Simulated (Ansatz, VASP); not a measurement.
**Two plane-wave programs on TiB**

```xyz
2
Lattice="0.0000 2.4742 2.4742 2.4742 0.0000 2.4742 2.4742 2.4742 0.0000" Properties=species:S:1:pos:R:3 pbc="T T T"
Ti    3.7113    3.7113    3.7113
B     0.0000    0.0000    0.0000
```

Alike in both runs: functional r2SCAN; k mesh 8 × 8 × 8; occupations gaussian, width 0.1 eV; no spin polarisation.

Ansatz relaxed the structure, and its values are those at the end. VASP's run is a single point on that final structure, the one shown.

|  | VASP | Ansatz |
| --- | --- | --- |
| version | VASP 6.6.1 | Ansatz 0.2.0 |
| potentials or method | VASP PAW PBE potentials, release 64 (Ti_sv, B), cutoff 520 eV | scalar-relativistic, plane waves, PAW |
| valence electrons in the cell | 15 | 15 |

```csv
,VASP,Ansatz,Ansatz less VASP
gap on the k mesh at the Fermi level (eV),none,none,-
pressure (GPa),0.6,0.4,-0.26
```

VASP's potentials were made for PBE, not for r2SCAN. A gap of «none» marks a metal or a gap that the smearing closes.
